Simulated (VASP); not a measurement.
Set up this calculation in VASP 6.6.1, as the native input.

- Task: single point
- Functional: PBE
- Potentials or basis: VASP PAW PBE potentials, release 64 (Sr_sv)
- Cutoff: 520 eV
- k mesh: 12 × 12 × 4
- Occupations: gaussian, width 0.1 eV
- Spin: no spin polarisation
- Dipole correction: no
- Further INCAR settings: ALGO = Fast; EDIFF = 1e-07; NBANDS = 28

The structure of Sr lies in POSCAR:

```
Sr
1.0
    3.3358359731      0.0000000000      0.0000000000
   -1.6679179866      2.8889186956      0.0000000000
    0.0000000000      0.0000000000     10.8713567413
Sr
4
Direct
    0.0000000000      0.0000000000      0.0000000000
    0.3333333333      0.6666666667      0.2500000000
    0.0000000000      0.0000000000      0.5000000000
    0.6666666667      0.3333333333      0.7500000000
```

This isn't the form of Sr at room conditions, which is fcc.

One way to write it, as run:

INCAR

```
PREC = Accurate
ENCUT = 520
EDIFF = 1E-7
ISMEAR = 0
SIGMA = 0.1
LREAL = False
LASPH = True
NELM = 60
ALGO = Fast
ISIF = 2
LWAVE = False
LCHARG = True
GGA = PE
LELF = True
LVHAR = True
NBANDS = 28
```

KPOINTS

```
Automatic mesh
0
Gamma
  12 12 4
```

Potentials or basis: VASP PAW PBE potentials, release 64 (Sr_sv).

Command:

```bash
$ cat potpaw_PBE.64/Sr_sv/POTCAR > POTCAR
$ mpirun -np 1 vasp_std > vasp.out
```

Results of the run:

```yaml
Pressure: 25.3 GPa
Band_gap_on_the_k_mesh: zero (bands 20 and 21 overlap by 0.83 eV)
```

Caveat: the cell stands under pressure.

Run time: 9.1 min on 1 thread of Oxide Virtual Turin-like Processor, with other jobs on the host, peak memory 0.28 GiB.
